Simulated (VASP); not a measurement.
# Al (Im-3m) in VASP: further runs, part 2 of 2

VASP 6.6.1. The steps go on from the part before.

## (3) Single point, r2SCAN (volume scaled by 1.03)

File POSCAR:

```
Al
1.0
   -1.6101554298      1.6101554298      1.6101554298
    1.6101554298     -1.6101554298      1.6101554298
    1.6101554298      1.6101554298     -1.6101554298
Al
1
Direct
    0.0000000000      0.0000000000      0.0000000000
```

File INCAR.step1:

```
SYSTEM = Al
PREC = Accurate
ENCUT = 520
ISMEAR = 0
SIGMA = 0.1
LREAL = .FALSE.
LASPH = .TRUE.
NELM = 100
NBANDS = 8
GGA = PE
ALGO = Normal
EDIFF = 1E-4
LWAVE = .TRUE.
LCHARG = .FALSE.
```

File INCAR.step2:

```
SYSTEM = Al
PREC = Accurate
ENCUT = 520
EDIFF = 1E-6
ISMEAR = 0
SIGMA = 0.1
LREAL = .FALSE.
LASPH = .TRUE.
NELM = 100
ALGO = Normal
ISIF = 2
LWAVE = .FALSE.
LCHARG = .FALSE.
METAGGA = R2SCAN
LMIXTAU = .TRUE.
NBANDS = 8
ISTART = 1
```

File KPOINTS:

```
Automatic mesh
0
G
  18 18 18
  0 0 0
```

Potentials or basis: VASP PAW PBE potentials, release 64 (Al).

The run is started by

```
$ cat potpaw_PBE.64/Al/POTCAR > POTCAR
$ cp INCAR.step1 INCAR
$ mpirun -np 1 vasp_std > vasp.out
$ cp INCAR.step2 INCAR
$ mpirun -np 1 vasp_std > vasp.out
```

Wall time 24 s (1 thread of Intel Xeon 6975P-C (Granite Rapids), shared host); peak memory 0.14 GiB.

It converged, with:

* Free energy: -6.6216 eV
* Pressure: -2.6 GPa

Levels at points of the mesh, in eV from the Fermi level:
```
           k point  band 1  band 2  band 3  band 4
(0.00, 0.00, 0.00)  -11.80   13.94   13.94   13.94
(0.50, 0.00, 0.00)   -4.69   -4.01    8.63    8.70
(0.50, 0.50, 0.50)    1.96    1.96    1.96    2.97
```

Caveat: the PAW data sets were made with another functional, which shifts forces and pressure a little.

## (4) Single point, r2SCAN (volume scaled by 1.06)

File POSCAR:

```
Al
1.0
   -1.6256386433      1.6256386433      1.6256386433
    1.6256386433     -1.6256386433      1.6256386433
    1.6256386433      1.6256386433     -1.6256386433
Al
1
Direct
    0.0000000000      0.0000000000      0.0000000000
```

File INCAR.step1:

```
SYSTEM = Al
ALGO = Normal ; EDIFF = 1E-4
ENCUT = 520 ; GGA = PE
ISMEAR = 0 ; LASPH = .True.
LCHARG = .False. ; LREAL = .False.
LWAVE = .True. ; NBANDS = 8
NELM = 80 ; PREC = Accurate
SIGMA = 0.1
```

File INCAR.step2:

```
SYSTEM = Al
ALGO = Normal ; EDIFF = 1E-7
ENCUT = 520 ; ISIF = 2
ISMEAR = 0 ; ISTART = 1
LASPH = .True. ; LCHARG = .False.
LMIXTAU = .True. ; LREAL = .False.
LWAVE = .False. ; METAGGA = R2SCAN
NBANDS = 8 ; NELM = 80
PREC = Accurate ; SIGMA = 0.1
```

File KPOINTS:

```
k-points
0
Gamma
  18 18 18
  0 0 0
```

The run is started by

```
$ cat potpaw_PBE.64/Al/POTCAR > POTCAR
$ cp INCAR.step1 INCAR
$ mpirun -np 1 vasp_std > vasp.out
$ cp INCAR.step2 INCAR
$ mpirun -np 1 vasp_std > vasp.out
```

Wall time 29 s (1 thread of Intel Xeon 6975P-C (Granite Rapids), shared host); peak memory 0.14 GiB.

It converged, with:

```
Free energy : -6.6108 eV
Pressure    : -4.4 GPa
```

Levels at points of the mesh, in eV from the Fermi level:
```tsv
k point	band 1	band 2	band 3	band 4	band 5
(0.00, 0.00, 0.00)	-11.59	13.78	13.78	13.78	15.28
(0.50, 0.00, 0.00)	-4.57	-3.98	8.49	8.57	10.33
(0.50, 0.50, 0.50)	1.92	1.92	1.92	3.02	3.02
```

Caveat: the PAW data sets were made with another functional, which shifts forces and pressure a little.

## (5) Single point, r2SCAN (volume scaled by 1.10)

File POSCAR:

```
Al
1.0
   -1.6458349773      1.6458349773      1.6458349773
    1.6458349773     -1.6458349773      1.6458349773
    1.6458349773      1.6458349773     -1.6458349773
Al
1
Direct
    0.0000000000      0.0000000000      0.0000000000
```

INCAR.step1, as its differences from that of step 4:

```diff
@@ -6,3 +6,3 @@
 LWAVE = .True. ; NBANDS = 8
-NELM = 80 ; PREC = Accurate
+NELM = 100 ; PREC = Accurate
 SIGMA = 0.1
```

File INCAR.step2:

```
SYSTEM = Al
ALGO = Normal ; EDIFF = 1E-6
ENCUT = 520 ; ISIF = 2
ISMEAR = 0 ; ISTART = 1
LASPH = .True. ; LCHARG = .False.
LMIXTAU = .True. ; LREAL = .False.
LWAVE = .False. ; METAGGA = R2SCAN
NBANDS = 8 ; NELM = 100
PREC = Accurate ; SIGMA = 0.1
```

KPOINTS is that of step 4.

Potentials or basis: VASP PAW PBE potentials, release 64 (Al).

The run is started by

```
$ cat potpaw_PBE.64/Al/POTCAR > POTCAR
$ cp INCAR.step1 INCAR
$ mpirun -np 1 vasp_std > vasp.out
$ cp INCAR.step2 INCAR
$ mpirun -np 1 vasp_std > vasp.out
```

OUTCAR:

```text
SYSTEM = Al
   EDIFF = 1E-6
   ENCUT = 520
   ISIF = 2
   ISMEAR = 0
   ISTART = 1
   LASPH = .True.
   LREAL = .False.
   METAGGA = R2SCAN
   NELM = 100
   PREC = Accurate

 ion  position               nearest neighbor table
   1  0.000  0.000  0.000-

  LATTYP: Found a body centered cubic cell.
 ALAT       =     3.2916699546

  Lattice vectors:

 A1 = (  -1.6458349773,   1.6458349773,   1.6458349773)
 A2 = (   1.6458349773,  -1.6458349773,   1.6458349773)
 A3 = (   1.6458349773,   1.6458349773,  -1.6458349773)

Analysis of symmetry for initial positions (statically):
=====================================================================
 Subroutine PRICEL returns:
 Original cell was already a primitive cell.

 Routine SETGRP: Setting up the symmetry group for a
 body centered cubic supercell.

 Subroutine GETGRP returns: Found 48 space group operations
 (whereof 48 operations were pure point group operations)
 out of a pool of 48 trial point group operations.

The static configuration has the point symmetry O_h .

Analysis of symmetry for dynamics (positions and initial velocities):
[... 154 lines left out ...]
  free energy    TOTEN  =        -6.58839641 eV

  energy without entropy =       -6.58675593  energy(sigma->0) =       -6.58757617

 E-fermi :   7.2457     XC(G=0): -10.6414

 val. band max:        7.1957184454   @ k =  -0.3889  -0.4444   0.2222
 cond. band min:       7.2502001631   @ k =   0.2778   0.1667   0.0556
 fundamental gap:      0.0544817177
 Fermi energy:         7.2456611103

 k-point     1 :       0.0000    0.0000    0.0000
  band No.  band energies     occupation
      1      -4.0786      2.00000
      2      20.8117      0.00000
      3      20.8117      0.00000
      4      20.8118      0.00000
      5      21.9866      0.00000
      6      21.9866      0.00000
      7      21.9866      0.00000
      8      23.9121      0.00000
[... 243 lines left out ...]
 k-point    24 :       0.3889    0.1111    0.0000
  band No.  band energies     occupation
      1       1.8361      2.00000
      2       4.9827      2.00000
      3      12.4600      0.00000
      4      15.3807      0.00000
      5      18.9051      0.00000
      6      21.6061      0.00000
      7      26.2119      0.00000
      8      28.6305      0.00000

 [... further k-points ...]
[... 5 lines left out ...]
  --------------------------------------------------------------------------------------
  -------------------------------------------------------------------------------------
  Total       -0.7306405     -0.7306405     -0.7306405      0.0000000     -0.0000000     -0.0000000
  in kB      -65.6440676    -65.6440676    -65.6440676      0.0000000     -0.0000000     -0.0000000
  external PRESSURE =     -65.6440676 kB  Pullay stress =       0.0000000 kB

 VOLUME and BASIS-vectors are now :
 -----------------------------------------------------------------------------
  energy-cutoff  :      520.00
  volume of cell :       17.83
      direct lattice vectors                 reciprocal lattice vectors
    -1.645834977  1.645834977  1.645834977     0.000000000  0.303797165  0.303797165
     1.645834977 -1.645834977  1.645834977     0.303797165  0.000000000  0.303797165
     1.645834977  1.645834977 -1.645834977     0.303797165  0.303797165  0.000000000

 POSITION                                       TOTAL-FORCE (eV/Angst)
 -----------------------------------------------------------------------------------
      0.00000      0.00000      0.00000         0.000000      0.000000      0.000000
 -----------------------------------------------------------------------------------
    total drift:                                0.000000      0.000000      0.000000

  FREE ENERGIE OF THE ION-ELECTRON SYSTEM (eV)
  ---------------------------------------------------
  free  energy   TOTEN  =        -6.5883964072 eV

  energy  without entropy=       -6.5867559344  energy(sigma->0) =       -6.58757617
```

Wall time 24 s (1 thread of Intel Xeon 6975P-C (Granite Rapids), shared host); peak memory 0.15 GiB.

What came out:

| Quantity | Value |
| --- | --- |
| Free energy | -6.5884 eV |
| Pressure | -6.6 GPa |

Caveat: the PAW data sets were made with another functional, which shifts forces and pressure a little.

## (6) The runs side by side

```csv
cell,gap on the mesh (eV),pressure (GPa)
"a = 2.756 Å, angles 109.5°, 1 atom",none,0.2
"a = 2.789 Å, angles 109.5°, 1 atom",none,-2.6
"a = 2.816 Å, angles 109.5°, 1 atom",none,-4.4
"a = 2.851 Å, angles 109.5°, 1 atom",none,-6.6
```

Alike in all rows: task single point; level r2SCAN; potentials or basis VASP PAW PBE potentials, release 64 (Al); no spin polarisation; k mesh 18 × 18 × 18; cutoff (eV) 520; smearing gaussian 0.1 eV.

Caveats: the PAW data sets were made with another functional, which shifts forces and pressure a little.

Absolute energies hang on the potentials; compare differences alone.
